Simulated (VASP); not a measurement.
# Ba2ZnHO6 (Fm-3m) in VASP: density of states with PBE

Aim: the density of states of Ba2ZnHO6 with PBE.

Everything below comes from runs of VASP 6.6.1. Logs are shortened: lines on timing, memory, paths and dates and some standing lists are left out, and cuts for length are marked.

### 1 The cell of the first run

It takes space group Fm-3m (No. 225, cubic). The conventional cell has a = 8.048 Å, b = 8.048 Å, c = 8.048 Å, α = 90.00°, β = 90.00°, γ = 90.00°. Within 2.4 Å of H (site symmetry m-3m) lie 6 O at 1.80 Å. Ba (site symmetry -43m) has 12 O at 2.85 Å and 4 H at 3.48 Å and 4 Zn at 3.48 Å within 3.8 Å. Within 2.9 Å of Zn (site symmetry m-3m) lie 6 O at 2.22 Å. Within 2.4 Å of O (site symmetry 4mm) lie 1 H at 1.80 Å and 1 Zn at 2.22 Å.

### 2 Density of states, PBE

POSCAR

```
Ba2ZnHO6
1.0
    0.0000000000      4.0240710000      4.0240710000
    4.0240710000      0.0000000000      4.0240710000
    4.0240710000      4.0240710000      0.0000000000
H Ba Zn O
1 2 1 6
Direct
    0.0000000000      0.0000000000      0.0000000000
    0.2500000000      0.2500000000      0.2500000000
    0.7500000000      0.7500000000      0.7500000000
    0.5000000000      0.5000000000      0.5000000000
    0.7760000000      0.2240000000      0.2240000000
    0.2240000000      0.7760000000      0.2240000000
    0.2240000000      0.7760000000      0.7760000000
    0.7760000000      0.2240000000      0.7760000000
    0.2240000000      0.2240000000      0.7760000000
    0.7760000000      0.7760000000      0.2240000000
```

INCAR.step1

```
SYSTEM = Ba2ZnHO6
ALGO = Normal
EDIFF = 1E-6
ENCUT = 520
GGA = PE
ISIF = 2
ISMEAR = -1
LASPH = .TRUE.
LCHARG = .TRUE.
LREAL = .FALSE.
LWAVE = .FALSE.
NBANDS = 46
NELM = 80
PREC = Accurate
SIGMA = 0.1
```

KPOINTS.step1

```
k-points
0
G
  7 7 7
  0 0 0
```

INCAR.step2

```
SYSTEM = Ba2ZnHO6
ALGO = Normal
EDIFF = 1E-6
ENCUT = 520
GGA = PE
ICHARG = 11
ISIF = 2
ISMEAR = -5
LASPH = .TRUE.
LCHARG = .FALSE.
LORBIT = 11
LREAL = .FALSE.
LWAVE = .FALSE.
NEDOS = 2001
NELM = 80
PREC = Accurate
SIGMA = 0.1
```

KPOINTS.step2

```
k-points
0
G
  11 11 11
  0 0 0
```

Potentials or basis: VASP PAW PBE potentials, release 64 (H, Ba_sv, Zn, O).

Started as:

```
$ cat potpaw_PBE.64/H/POTCAR potpaw_PBE.64/Ba_sv/POTCAR potpaw_PBE.64/Zn/POTCAR potpaw_PBE.64/O/POTCAR > POTCAR
$ cp INCAR.step1 INCAR
$ cp KPOINTS.step1 KPOINTS
$ mpirun -np 1 vasp_std > vasp.out
$ cp INCAR.step2 INCAR
$ cp KPOINTS.step2 KPOINTS
$ mpirun -np 1 vasp_std > vasp.out
```

OUTCAR:

```text
SYSTEM = Ba2ZnHO6
   EDIFF = 1E-6
   ENCUT = 520
   GGA = PE
   ICHARG = 11
   ISIF = 2
   ISMEAR = -5
   LASPH = .TRUE.
   LORBIT = 11
   LREAL = .FALSE.
   NELM = 80
   PREC = Accurate

 ion  position               nearest neighbor table
   1  0.000  0.000  0.000-
   2  0.250  0.250  0.250-   5 2.85   8 2.85  10 2.85   6 2.85   7 2.85  10 2.85   7 2.85   8 2.85
                             9 2.85   5 2.85   6 2.85   9 2.85   4 3.48   4 3.48   4 3.48   4 3.48
   3  0.750  0.750  0.750-   7 2.85   8 2.85  10 2.85   5 2.85   6 2.85  10 2.85   5 2.85   8 2.85
                             9 2.85   6 2.85   7 2.85   9 2.85   4 3.48   4 3.48   4 3.48   4 3.48
   4  0.500  0.500  0.500-   5 2.22   6 2.22   7 2.22   8 2.22   9 2.22  10 2.22   2 3.48   3 3.48
                             2 3.48   2 3.48   2 3.48   3 3.48   3 3.48   3 3.48
   5  0.776  0.224  0.224-   4 2.22   3 2.85   2 2.85   3 2.85   2 2.85
   6  0.224  0.776  0.224-   4 2.22   3 2.85   2 2.85   3 2.85   2 2.85
   7  0.224  0.776  0.776-   4 2.22   3 2.85   3 2.85   2 2.85   2 2.85
   8  0.776  0.224  0.776-   4 2.22   3 2.85   3 2.85   2 2.85   2 2.85
   9  0.224  0.224  0.776-   4 2.22   3 2.85   2 2.85   3 2.85   2 2.85
  10  0.776  0.776  0.224-   4 2.22   3 2.85   3 2.85   2 2.85   2 2.85

  LATTYP: Found a face centered cubic cell.
 ALAT       =     8.0481420000

  Lattice vectors:

 A1 = (   0.0000000000,   4.0240710000,   4.0240710000)
 A2 = (   4.0240710000,   0.0000000000,   4.0240710000)
 A3 = (   4.0240710000,   4.0240710000,   0.0000000000)

Analysis of symmetry for initial positions (statically):
=====================================================================
 Subroutine PRICEL returns:
 Original cell was already a primitive cell.

 Routine SETGRP: Setting up the symmetry group for a
 face centered cubic supercell.

 Subroutine GETGRP returns: Found 48 space group operations
 (whereof 48 operations were pure point group operations)
 out of a pool of 48 trial point group operations.

The static configuration has the point symmetry O_h .

Analysis of symmetry for dynamics (positions and initial velocities):
=====================================================================
 Subroutine PRICEL returns:
 Original cell was already a primitive cell.

 Routine SETGRP: Setting up the symmetry group for a
 face centered cubic supercell.

 Subroutine GETGRP returns: Found 48 space group operations
 (whereof 48 operations were pure point group operations)
 out of a pool of 48 trial point group operations.

The dynamic configuration has the point symmetry O_h .

 Subroutine INISYM returns: Found 48 space group operations
 (whereof 48 operations are pure point group operations),
 and found     1 'primitive' translations

----------------------------------------------------------------------------------------

                                     Primitive cell

  volume of cell :     130.3247

  direct lattice vectors                    reciprocal lattice vectors
     0.000000000  4.024071000  4.024071000    -0.124252281  0.124252281  0.124252281
     4.024071000  0.000000000  4.024071000     0.124252281 -0.124252281  0.124252281
     4.024071000  4.024071000  0.000000000     0.124252281  0.124252281 -0.124252281

  length of vectors
     5.690895784  5.690895784  5.690895784     0.215211263  0.215211263  0.215211263

  position of ions in fractional coordinates (direct lattice)
     0.000000000  0.000000000  0.000000000
     0.250000000  0.250000000  0.250000000
     0.750000000  0.750000000  0.750000000
     0.500000000  0.500000000  0.500000000
     0.776000000  0.224000000  0.224000000
     0.224000000  0.776000000  0.224000000
     0.224000000  0.776000000  0.776000000
     0.776000000  0.224000000  0.776000000
     0.224000000  0.224000000  0.776000000
     0.776000000  0.776000000  0.224000000

  ion indices of the primitive-cell ions
   primitive index   ion index
                 1           1
                 2           2
                 3           3
                 4           4
                 5           5
                 6           6
                 7           7
                 8           8
                 9           9
                10          10

----------------------------------------------------------------------------------------

 KPOINTS: k-points

Automatic generation of k-mesh.
 Grid dimensions read from file:
 generate k-points for:   11   11   11

 Generating k-lattice:

  Cartesian coordinates                     Fractional coordinates (reciprocal lattice)
    -0.011295662  0.011295662  0.011295662     0.090909091  0.000000000  0.000000000
     0.011295662 -0.011295662  0.011295662     0.000000000  0.090909091  0.000000000
     0.011295662  0.011295662 -0.011295662     0.000000000  0.000000000  0.090909091

  Length of vectors
     0.019564660  0.019564660  0.019564660

  Shift w.r.t. Gamma in fractional coordinates (k-lattice)
     0.000000000  0.000000000  0.000000000

 TETIRR: Found    201 inequivalent tetrahedra from     7986

 Subroutine IBZKPT returns following result:
 ===========================================

 Found     56 irreducible k-points:

 Following reciprocal coordinates:
            Coordinates               Weight
  0.000000  0.000000  0.000000      1.000000
  0.090909  0.000000  0.000000      8.000000
  0.181818  0.000000  0.000000      8.000000
  0.272727  0.000000  0.000000      8.000000
  0.363636  0.000000  0.000000      8.000000
  0.454545  0.000000  0.000000      8.000000
[... 16 lines left out ...]
 -0.272727  0.181818  0.000000     24.000000
 -0.181818  0.181818  0.000000     12.000000
 [... further k-points ...]
   k-points           NKPTS =     56   k-points in BZ     NKDIM =     56   number of bands    NBANDS=     41
   number of dos      NEDOS =   2001   number of ions     NIONS =     10
   total plane-waves  NPLWV =  74088
   dimension x,y,z NGX =    42 NGY =   42 NGZ =   42
   dimension x,y,z NGXF=    84 NGYF=   84 NGZF=   84
   ions per type =               1   2   1   6
   NGX,Y,Z   is equivalent  to a cutoff of  12.27, 12.27, 12.27 a.u.
   NGXF,Y,Z  is equivalent  to a cutoff of  24.54, 24.54, 24.54 a.u.
 SYSTEM =  Ba2ZnHO6
   PREC   = accura    normal or accurate (medium, high low for compatibility)
   ISTART =      0    job   : 0-new  1-cont  2-samecut
   ICHARG =     11    charge: 1-file 2-atom 10-const
   ISPIN  =      1    spin polarized calculation?
   LNONCOLLINEAR =      F non collinear calculations
   LSORBIT =      F    spin-orbit coupling
   LASPH  =      T    aspherical Exc in radial PAW
   ENCUT  =  520.0 eV  38.22 Ry    6.18 a.u.  10.58 10.58 10.58*2*pi/ulx,y,z
   NELM   =     80;   NELMIN=  2; NELMDL=  0     # of ELM steps
   EDIFF  = 0.1E-05   stopping-criterion for ELM
   LREAL  =      F    real-space projection
   EDIFFG = 0.1E-04   stopping-criterion for IOM
   NSW    =      0    number of steps for IOM
   IBRION =     -1    ionic relax: 0-MD 1-quasi-New 2-CG
   NFREE  =      0    steps in history (QN), initial steepest desc. (CG)
   ISIF   =      2    stress and relaxation
   ISYM   =      2    0-nonsym 1-usesym 2-fastsym
   POTIM  = 0.5000    time-step for ionic-motion
   TEBEG  =    0.0;   TEEND  =   0.0 temperature during run
   PSTRESS=    0.0 pullay stress
   NELECT =      69.0000    total number of electrons
   NUPDOWN=      -1.0000    fix difference up-down
   EMIN   =  10.00;   EMAX   =-10.00  energy-range for DOS
   EFERMI =   0.00;   METHOD = LEGACY
   ISMEAR =    -5;   SIGMA  =   0.10  broadening in eV -4-tet -1-fermi 0-gaus
   EFERMI_NEDOS =   21; number of points for ismear=-14 and -15
   IALGO  =     38    algorithm
   IMIX   =      4    mixing-type and parameters
     AMIX     =   0.40;   BMIX     =  1.00
     AMIX_MAG =   1.60;   BMIX_MAG =  1.00
  volume/ion in A,a.u.               =      13.03        87.95
  Fermi-wavevector in a.u.,A,eV,Ry     =   1.324389  2.502732 23.864703  1.754006
  Thomas-Fermi vector in A             =   2.453927
   LORBIT       =     11    0 simple, 1 ext, 2 COOP (PROOUT), +10 PAW based schemes
   GGA     = PE    functional components
   LHFCALC =     F    Hartree Fock is set to
   AEXX    =    0.0000 exact exchange contribution
   IVDW    =     0    specifies the selected vdW correction
   LEPSILON=     F    determine dielectric tensor
   LRPA    =     F    only Hartree local field effects (RPA)
 non-spin polarized calculation
 Fermi weights with tetrahedron method with Bloechl corrections
  energy-cutoff  :      520.00
  volume of cell :      130.32
 maximum number of plane-waves:      3535

 number of electron      69.0000019 magnetization

 Free energy of the ion-electron system (eV)
  ---------------------------------------------------
  ext. energy  EPLUGINS =         0.00000000
  ---------------------------------------------------
  free energy    TOTEN  =       -45.18441584 eV

  energy without entropy =      -45.18441584  energy(sigma->0) =      -45.18441584

 E-fermi :   1.1866     XC(G=0): -10.6411

 val. band max:        1.2131989202   @ k =  -0.0909   0.0909   0.0000
 cond. band min:       1.1601613891   @ k =  -0.3636   0.1818   0.0000
 fundamental gap:     -0.0530375312
 Fermi energy:         1.1866272481

 k-point     1 :       0.0000    0.0000    0.0000
  band No.  band energies     occupation
      1     -23.4304      2.00000
      2     -23.1951      2.00000
      3     -15.8208      2.00000
      4     -14.8381      2.00000
      5     -14.8381      2.00000
      6     -14.8381      2.00000
[... 33 lines left out ...]
     40       6.5979      0.00000
     41       7.8973      0.00000

 k-point     2 :       0.0909    0.0000    0.0000
  band No.  band energies     occupation
      1     -23.4245      2.00000
      2     -23.1987      2.00000
      3     -15.8241      2.00000
      4     -14.8696      2.00000
      5     -14.8357      2.00000
      6     -14.8357      2.00000
[... 33 lines left out ...]
     40       6.7081      0.00000
     41       7.9975      0.00000

 k-point     3 :       0.1818    0.0000    0.0000
  band No.  band energies     occupation
      1     -23.4076      2.00000
      2     -23.2096      2.00000
      3     -15.8318      2.00000
      4     -14.9529      2.00000
      5     -14.8284      2.00000
      6     -14.8284      2.00000
[... 33 lines left out ...]
     40       7.0116      0.00000
     41       8.0891      0.00000

 k-point     4 :       0.2727    0.0000    0.0000
  band No.  band energies     occupation
      1     -23.3817      2.00000
      2     -23.2275      2.00000
      3     -15.8388      2.00000
      4     -15.0609      2.00000
      5     -14.8170      2.00000
      6     -14.8170      2.00000
[... 825 lines left out ...]
     40       8.2317      0.00000
     41       8.8181      0.00000

 k-point    23 :      -0.2727    0.1818    0.0000
  band No.  band energies     occupation
      1     -23.3484      2.00000
      2     -23.2508      2.00000
      3     -15.8519      2.00000
      4     -15.1373      2.00000
      5     -14.8913      2.00000
      6     -14.7877      2.00000
[... 33 lines left out ...]
     40       7.8799      0.00000
     41       8.3482      0.00000

 k-point    24 :      -0.1818    0.1818    0.0000
  band No.  band energies     occupation
      1     -23.3750      2.00000
      2     -23.2313      2.00000
      3     -15.8458      2.00000
      4     -15.0530      2.00000
      5     -14.8964      2.00000
      6     -14.7820      2.00000
[... 33 lines left out ...]
     40       7.7556      0.00000
     41       7.9444      0.00000

 [... further k-points ...]

------------------------ aborting loop because EDIFF is reached ----------------------------------------

  FORCE on cell =-STRESS in cart. coord.  units (eV):
  Direction    XX          YY          ZZ          XY          YZ          ZX
  --------------------------------------------------------------------------------------
  -------------------------------------------------------------------------------------
  Total       -4.0690748     -4.0690748     -4.0690748      0.0000000      0.0000000     -0.0000000
  in kB      -50.0241081    -50.0241081    -50.0241081      0.0000000      0.0000000     -0.0000000
  external PRESSURE =     -50.0241081 kB  Pullay stress =       0.0000000 kB

 VOLUME and BASIS-vectors are now :
 -----------------------------------------------------------------------------
  energy-cutoff  :      520.00
  volume of cell :      130.32
      direct lattice vectors                 reciprocal lattice vectors
     0.000000000  4.024071000  4.024071000    -0.124252281  0.124252281  0.124252281
     4.024071000  0.000000000  4.024071000     0.124252281 -0.124252281  0.124252281
     4.024071000  4.024071000  0.000000000     0.124252281  0.124252281 -0.124252281

 POSITION                                       TOTAL-FORCE (eV/Angst)
 -----------------------------------------------------------------------------------
      0.00000      0.00000      0.00000        -0.000000      0.000000      0.000000
      2.01204      2.01204      2.01204         0.000000      0.000000      0.000000
      6.03611      6.03611      6.03611        -0.000000     -0.000000      0.000000
      4.02407      4.02407      4.02407        -0.000000      0.000000      0.000000
      1.80278      4.02407      4.02407         1.336749      0.000000      0.000000
      4.02407      1.80278      4.02407        -0.000000      1.336749      0.000000
      6.24536      4.02407      4.02407        -1.336749      0.000000      0.000000
      4.02407      6.24536      4.02407        -0.000000     -1.336749      0.000000
      4.02407      4.02407      1.80278        -0.000000      0.000000      1.336749
      4.02407      4.02407      6.24536        -0.000000      0.000000     -1.336749
 -----------------------------------------------------------------------------------
    total drift:                                0.000000      0.000000      0.000000

  FREE ENERGIE OF THE ION-ELECTRON SYSTEM (eV)
  ---------------------------------------------------
  free  energy   TOTEN  =       -45.1844158445 eV

  energy  without entropy=      -45.1844158445  energy(sigma->0) =      -45.18441584

 total charge

# of ion       s       p       d       tot
------------------------------------------
    1        0.248   0.020   0.000   0.268
    2        2.006   5.633   0.295   7.934
    3        2.006   5.633   0.295   7.934
    4        0.437   0.364   9.764  10.565
    5        1.598   3.201   0.000   4.799
    6        1.598   3.201   0.000   4.799
    7        1.598   3.201   0.000   4.799
    8        1.598   3.201   0.000   4.799
    9        1.598   3.201   0.000   4.799
   10        1.598   3.201   0.000   4.799
--------------------------------------------------
tot         14.287  30.854  10.354  55.495
```

It took 4.4 min on 1 thread of Intel Xeon Platinum 8488C (Sapphire Rapids), shared host; peak memory 0.42 GiB.

What came out:

| Item | Value |
| --- | --- |
| Valence electrons inside the program's atomic spheres | H 0.27; Ba 7.93; Zn 10.56; O 4.80 |

Caveat: spin-orbit coupling is left out, which moves the levels of the heavy elements; an odd number of electrons without spin polarisation forces a metal; a magnetic or distorted state may lie lower; tetrahedron occupations give inexact forces and stress in metals.
